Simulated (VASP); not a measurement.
# SnSe in VASP: single point with PBE

Aim: the single point of SnSe with PBE.

Everything below comes from runs of VASP 6.6.1. Logs are shortened: lines on timing, memory, paths and dates and some standing lists are left out, and cuts for length are marked.

## (1) The cell of the first run

The cell holds a slab with vacuum, 32 atoms: a = 12.121 Å, b = 12.121 Å, c = 12.551 Å, α = 90.00°, β = 118.87°, γ = 90.00°.

## (2) Single point, PBE

Contents of INCAR:

```
SYSTEM = SnSe
  PREC = Accurate
  ENCUT = 520
  EDIFF = 1E-6
  ISMEAR = 0
  SIGMA = 0.05
  LREAL = Auto
  LASPH = .True.
  NELM = 80
  ALGO = Normal
  ISIF = 2
  LWAVE = .False.
  LCHARG = .False.
  GGA = PE
  NBANDS = 182
```

Contents of KPOINTS:

```
regular mesh
0
Gamma
  1 1 1
  0 0 0
```

Contents of POSCAR:

```
SnSe
1.0
   -8.5706540000      8.5706540000      0.0000000000
    8.5706550000      8.5706550000      0.0000000000
    4.2853270000     -4.2853270000    -10.9906920000
Sn Se
16 16
Direct
    0.6888850000      0.1250000000      0.6277700000
    0.1888850000      0.1250000000      0.6277700000
    0.9388850000      0.3750000000      0.6277700000
    0.4388850000      0.3750000000      0.6277700000
    0.1888850000      0.6250000000      0.6277700000
    0.6888850000      0.6250000000      0.6277700000
    0.4388850000      0.8750000000      0.6277700000
    0.9388850000      0.8750000000      0.6277700000
    0.8111150000      0.1250000000      0.3722300000
    0.3111150000      0.1250000000      0.3722300000
    0.0611150000      0.3750000000      0.3722300000
    0.5611150000      0.3750000000      0.3722300000
    0.3111150000      0.6250000000      0.3722300000
    0.8111150000      0.6250000000      0.3722300000
    0.5611150000      0.8750000000      0.3722300000
    0.0611150000      0.8750000000      0.3722300000
    0.5669800000      0.1250000000      0.3839600000
    0.0669800000      0.1250000000      0.3839600000
    0.8169800000      0.3750000000      0.3839600000
    0.3169800000      0.3750000000      0.3839600000
    0.0669800000      0.6250000000      0.3839600000
    0.5669800000      0.6250000000      0.3839600000
    0.3169800000      0.8750000000      0.3839600000
    0.8169800000      0.8750000000      0.3839600000
    0.9330200000      0.1250000000      0.6160400000
    0.4330200000      0.1250000000      0.6160400000
    0.1830200000      0.3750000000      0.6160400000
    0.6830200000      0.3750000000      0.6160400000
    0.4330200000      0.6250000000      0.6160400000
    0.9330200000      0.6250000000      0.6160400000
    0.6830200000      0.8750000000      0.6160400000
    0.1830200000      0.8750000000      0.6160400000
```

Potentials or basis: VASP PAW PBE potentials, release 64 (Sn_d, Se).

Run with:

```
> cat potpaw_PBE.64/Sn_d/POTCAR potpaw_PBE.64/Se/POTCAR > POTCAR
> mpirun -np 1 vasp_gam > vasp.out
```

OUTCAR:

```text
SYSTEM = SnSe
   PREC = Accurate
   ENCUT = 520
   EDIFF = 1E-6
   ISMEAR = 0
   LREAL = Auto
   LASPH = .True.
   NELM = 80
   ISIF = 2
   GGA = PE

 ion  position               nearest neighbor table
   1  0.689  0.125  0.628-  17 2.68  25 3.03  26 3.03  28 3.03  31 3.03
   2  0.189  0.125  0.628-  18 2.68  25 3.03  26 3.03  27 3.03  32 3.03
   3  0.939  0.375  0.628-  19 2.68  27 3.03  28 3.03  25 3.03  30 3.03
   4  0.439  0.375  0.628-  20 2.68  27 3.03  28 3.03  26 3.03  29 3.03
   5  0.189  0.625  0.628-  21 2.68  29 3.03  30 3.03  27 3.03  32 3.03
   6  0.689  0.625  0.628-  22 2.68  29 3.03  30 3.03  28 3.03  31 3.03
[... 24 lines left out ...]
  31  0.683  0.875  0.616-  15 2.68   8 3.03   7 3.03   6 3.03   1 3.03
  32  0.183  0.875  0.616-  16 2.68   8 3.03   7 3.03   5 3.03   2 3.03

  LATTYP: Found a base centered orthorhombic cell.
 ALAT       =    12.1207351252
 B/A-ratio  =     1.8135355466
 C/A-ratio  =     1.0000001167

  Lattice vectors:

 A1 = (   4.2853270000,  -4.2853270000,  10.9906920000)
 A2 = (   4.2853270000,  -4.2853270000, -10.9906920000)
 A3 = (   8.5706550000,   8.5706550000,   0.0000000000)

Analysis of symmetry for initial positions (statically):
=====================================================================
 Subroutine PRICEL returns following result:

  LATTYP: Found a simple tetragonal cell.
 ALAT       =     4.2853272500
 C/A-ratio  =     2.5647264162

  Lattice vectors:

 A1 = (  -4.2853272500,  -0.0000002500,   0.0000000000)
 A2 = (   0.0000002500,   4.2853272500,   0.0000000000)
 A3 = (   0.0000000000,   0.0000000000, -10.9906920000)

   8 primitive cells build up your supercell.

 Routine SETGRP: Setting up the symmetry group for a
 base centered orthorhombic supercell.

 Subroutine GETGRP returns: Found  8 space group operations
 (whereof  4 operations were pure point group operations)
 out of a pool of  8 trial point group operations.

The static configuration has the point symmetry D_2 .
 The point group associated with its full space group is D_2h.

Analysis of symmetry for dynamics (positions and initial velocities):
=====================================================================
 Subroutine PRICEL returns following result:

  LATTYP: Found a simple tetragonal cell.
 ALAT       =     4.2853272500
 C/A-ratio  =     2.5647264162

  Lattice vectors:

 A1 = (  -4.2853272500,  -0.0000002500,   0.0000000000)
 A2 = (   0.0000002500,   4.2853272500,   0.0000000000)
 A3 = (   0.0000000000,   0.0000000000, -10.9906920000)

   8 primitive cells build up your supercell.

 Routine SETGRP: Setting up the symmetry group for a
 base centered orthorhombic supercell.

 Subroutine GETGRP returns: Found  8 space group operations
 (whereof  4 operations were pure point group operations)
 out of a pool of  8 trial point group operations.

The dynamic configuration has the point symmetry D_2 .
 The point group associated with its full space group is D_2h.

 Subroutine INISYM returns: Found  8 space group operations
 (whereof  4 operations are pure point group operations),
 and found     8 'primitive' translations

----------------------------------------------------------------------------------------

                                     Primitive cell

  volume of cell :     201.8334

  direct lattice vectors                    reciprocal lattice vectors
    -4.285327250 -0.000000250  0.000000000    -0.233354407  0.000000014  0.000000000
     0.000000250  4.285327250  0.000000000    -0.000000014  0.233354407  0.000000000
     0.000000000  0.000000000-10.990692000     0.000000000  0.000000000 -0.090986082

  length of vectors
     4.285327250  4.285327250 10.990692000     0.233354407  0.233354407  0.090986082

  position of ions in fractional coordinates (direct lattice)
     0.500000000  0.000000000  0.627770000
     0.000000000  0.500000000  0.372230000
     0.500000000  0.000000000  0.383960000
     0.000000000  0.500000000  0.616040000

  ion indices of the primitive-cell ions
   primitive index   ion index
                 1           1
                 2           9
                 3          17
                 4          25

----------------------------------------------------------------------------------------

 KPOINTS: regular mesh

Automatic generation of k-mesh.
 Grid dimensions read from file:
 generate k-points for:    1    1    1

 Generating k-lattice:

  Cartesian coordinates                     Fractional coordinates (reciprocal lattice)
    -0.058338605  0.058338605 -0.045493041     1.000000000  0.000000000  0.000000000
     0.058338598  0.058338598  0.000000000     0.000000000  1.000000000  0.000000000
     0.000000000  0.000000000 -0.090986082     0.000000000  0.000000000  1.000000000

  Length of vectors
     0.094214662  0.082503237  0.090986082

  Shift w.r.t. Gamma in fractional coordinates (k-lattice)
     0.000000000  0.000000000  0.000000000

 Subroutine IBZKPT returns following result:
 ===========================================

 Found      1 irreducible k-points:

 Following reciprocal coordinates:
            Coordinates               Weight
  0.000000  0.000000  0.000000      1.000000
   k-points           NKPTS =      1   k-points in BZ     NKDIM =      1   number of bands    NBANDS=    182
   number of dos      NEDOS =    301   number of ions     NIONS =     32
   total plane-waves  NPLWV = 777600
   dimension x,y,z NGX =    90 NGY =   90 NGZ =   96
   dimension x,y,z NGXF=   180 NGYF=  180 NGZF=  192
   ions per type =              16  16
   NGX,Y,Z   is equivalent  to a cutoff of  12.34, 12.34, 12.72 a.u.
   NGXF,Y,Z  is equivalent  to a cutoff of  24.69, 24.69, 25.43 a.u.
 SYSTEM =  SnSe
   PREC   = accura    normal or accurate (medium, high low for compatibility)
   ISTART =      0    job   : 0-new  1-cont  2-samecut
   ICHARG =      2    charge: 1-file 2-atom 10-const
   ISPIN  =      1    spin polarized calculation?
   LNONCOLLINEAR =      F non collinear calculations
   LSORBIT =      F    spin-orbit coupling
   LASPH  =      T    aspherical Exc in radial PAW
   ENCUT  =  520.0 eV  38.22 Ry    6.18 a.u.  22.54 22.54 23.34*2*pi/ulx,y,z
   NELM   =     80;   NELMIN=  2; NELMDL= -5     # of ELM steps
   EDIFF  = 0.1E-05   stopping-criterion for ELM
   LREAL  =      T    real-space projection
   EDIFFG = 0.1E-04   stopping-criterion for IOM
   NSW    =      0    number of steps for IOM
   IBRION =     -1    ionic relax: 0-MD 1-quasi-New 2-CG
   NFREE  =      0    steps in history (QN), initial steepest desc. (CG)
   ISIF   =      2    stress and relaxation
   ISYM   =      2    0-nonsym 1-usesym 2-fastsym
   POTIM  = 0.5000    time-step for ionic-motion
   TEBEG  =    0.0;   TEEND  =   0.0 temperature during run
   PSTRESS=    0.0 pullay stress
   NELECT =     320.0000    total number of electrons
   NUPDOWN=      -1.0000    fix difference up-down
   EMIN   =  10.00;   EMAX   =-10.00  energy-range for DOS
   EFERMI =   0.00;   METHOD = LEGACY
   ISMEAR =     0;   SIGMA  =   0.05  broadening in eV -4-tet -1-fermi 0-gaus
   EFERMI_NEDOS =   21; number of points for ismear=-14 and -15
   IALGO  =     38    algorithm
   IMIX   =      4    mixing-type and parameters
     AMIX     =   0.40;   BMIX     =  1.00
     AMIX_MAG =   1.60;   BMIX_MAG =  1.00
  volume/ion in A,a.u.               =      50.46       340.51
  Fermi-wavevector in a.u.,A,eV,Ry     =   0.954473  1.803693 12.395172  0.911019
  Thomas-Fermi vector in A             =   2.083223
   LORBIT       =      0    0 simple, 1 ext, 2 COOP (PROOUT), +10 PAW based schemes
   GGA     = PE    functional components
   LHFCALC =     F    Hartree Fock is set to
   AEXX    =    0.0000 exact exchange contribution
   IVDW    =     0    specifies the selected vdW correction
   LEPSILON=     F    determine dielectric tensor
   LRPA    =     F    only Hartree local field effects (RPA)
 non-spin polarized calculation
 Gauss-broadening in eV      SIGMA  =   0.05
  energy-cutoff  :      520.00
  volume of cell :     1614.67
 maximum number of plane-waves:     21772
 NGX is ok and might be reduce to    90
   NGX = 45   NGY = 45   NGZ = 47

 number of electron     319.9999930 magnetization

 Free energy of the ion-electron system (eV)
  ---------------------------------------------------
  ext. energy  EPLUGINS =         0.00000000
  ---------------------------------------------------
  free energy    TOTEN  =      -125.58635660 eV

  energy without entropy =     -125.58635660  energy(sigma->0) =     -125.58635660

 E-fermi :   0.8602     XC(G=0):  -6.0600

 val. band max:        0.5432359568   @ k =   0.0000   0.0000   0.0000
 cond. band min:       2.2068600366   @ k =   0.0000   0.0000   0.0000
 fundamental gap:      1.6636240797
 Fermi energy:         0.8602398133

 k-point     1 :       0.0000    0.0000    0.0000
  band No.  band energies     occupation
      1     -20.5284      2.00000
      2     -20.5284      2.00000
      3     -20.5184      2.00000
      4     -20.5171      2.00000
      5     -20.5171      2.00000
      6     -20.5171      2.00000
[... 164 lines left out ...]
    171       2.7517      0.00000
    172       2.7517      0.00000
 [bands above 172 left out]

------------------------ aborting loop because EDIFF is reached ----------------------------------------

  FORCE on cell =-STRESS in cart. coord.  units (eV):
  Direction    XX          YY          ZZ          XY          YZ          ZX
  --------------------------------------------------------------------------------------
  -------------------------------------------------------------------------------------
  Total       20.1808200     20.1808200    -15.7513436      0.0434183      0.0000000      0.0000000
  in kB       20.0247167     20.0247167    -15.6295034      0.0430825      0.0000000      0.0000000
  external PRESSURE =       8.1399767 kB  Pullay stress =       0.0000000 kB

 VOLUME and BASIS-vectors are now :
 -----------------------------------------------------------------------------
  energy-cutoff  :      520.00
  volume of cell :     1614.67
      direct lattice vectors                 reciprocal lattice vectors
    -8.570654000  8.570654000  0.000000000    -0.058338605  0.058338605 -0.045493041
     8.570655000  8.570655000  0.000000000     0.058338598  0.058338598  0.000000000
     4.285327000 -4.285327000-10.990692000     0.000000000  0.000000000 -0.090986082

 POSITION                                       TOTAL-FORCE (eV/Angst)
 -----------------------------------------------------------------------------------
     -2.14266      4.28533     -6.89963         0.000000      0.000000      0.112424
      2.14266      0.00000     -6.89963         0.000000      0.000000      0.112424
     -2.14266      8.57065     -6.89963         0.000000      0.000000      0.112424
      2.14266      4.28533     -6.89963         0.000000      0.000000      0.112424
      6.42799      4.28533     -6.89963         0.000000      0.000000      0.112424
      2.14266      8.57065     -6.89963         0.000000      0.000000      0.112424
[... 24 lines left out ...]
      4.28533     10.71332     -6.77071        -0.000000      0.000000      0.653765
      8.57065      6.42799     -6.77071        -0.000000      0.000000      0.653765
 -----------------------------------------------------------------------------------
    total drift:                                0.000000     -0.000000     -0.000000

  FREE ENERGIE OF THE ION-ELECTRON SYSTEM (eV)
  ---------------------------------------------------
  free  energy   TOTEN  =      -125.5863566009 eV

  energy  without entropy=     -125.5863566009  energy(sigma->0) =     -125.58635660
```

Wall time 5.1 min (1 thread of AMD EPYC 9R45 (Zen 5), shared host); peak memory 1.3 GiB.

Results:

| Quantity | Value |
| --- | --- |
| Free energy | -125.5864 eV |
| Largest force | 0.654 eV/Å |
| Band gap on the k mesh | 1.66 eV |

Forces in eV/Å, atoms in the order of the input:
```
Sn   0.000  0.000  0.112
Sn   0.000  0.000  0.112
Sn   0.000  0.000  0.112
Sn   0.000  0.000  0.112
Sn   0.000  0.000  0.112
Sn   0.000  0.000  0.112
Sn   0.000  0.000  0.112
Sn   0.000  0.000  0.112
Sn   0.000  0.000 -0.112
Sn   0.000  0.000 -0.112
Sn   0.000  0.000 -0.112
Sn   0.000  0.000 -0.112
Sn   0.000  0.000 -0.112
Sn   0.000  0.000 -0.112
Sn   0.000  0.000 -0.112
Sn   0.000  0.000 -0.112
Se   0.000  0.000 -0.654
Se   0.000  0.000 -0.654
Se   0.000  0.000 -0.654
Se   0.000  0.000 -0.654
Se   0.000  0.000 -0.654
Se   0.000  0.000 -0.654
Se   0.000  0.000 -0.654
Se   0.000  0.000 -0.654
Se   0.000  0.000  0.654
Se   0.000  0.000  0.654
Se   0.000  0.000  0.654
Se   0.000  0.000  0.654
Se   0.000  0.000  0.654
Se   0.000  0.000  0.654
Se   0.000  0.000  0.654
Se   0.000  0.000  0.654
```

Levels at points of the mesh, in eV from the valence-band top:
```
           k point  band 158  band 159  band 160  band 161  band 162  band 163
(0.00, 0.00, 0.00)      0.00      0.00      0.00      1.66      1.66      1.66
```

Caveat: the k points lie up to 0.59 Å⁻¹ apart; spin-orbit coupling is left out, which moves the levels of the heavy elements.
